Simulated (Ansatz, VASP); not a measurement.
**Two plane-wave programs on AlGaN2**

```
Al Ga N
1.0
     3.17759    0.00000    0.00000
     0.00000    3.17759    0.00000
     0.00000    0.00000    4.28239
Al Ga N
1 1 2
Direct
  0.50000 0.50000 0.50000
  0.00000 0.00000 0.00000
  0.50000 0.00000 0.73937
  0.00000 0.50000 0.26063
```

Alike in both runs: task single point; functional LDA; k mesh 8 × 8 × 6; occupations gaussian, width 0.02 eV; no spin polarisation.

|  | VASP | Ansatz |
| --- | --- | --- |
| version | VASP 6.6.1 | Ansatz 0.2.0 |
| potentials or method | VASP PAW LDA potentials, release 64 (Al, Ga_d, N), cutoff 520 eV | scalar-relativistic, plane waves, PAW |
| valence electrons in the cell | 26 | 26 |

```tsv
	VASP	Ansatz	Ansatz less VASP
gap on the k mesh at the Fermi level (eV)	2.99	2.98	-0.012
least direct gap on the mesh (eV)	2.99	2.98	-0.012
pressure (GPa)	-2.6	-3.4	-0.82
traceless stress, the component that is largest in VASP (GPa)	3.41	3.44	+0.028
rms of the force components (eV/Å)	0.012	0.000	-0.0115
```

LDA's correlation is that of Perdew and Zunger in VASP and of Perdew and Wang (1992) in Ansatz. Atom by atom the forces differ by 0.012 eV/Å (rms over components).
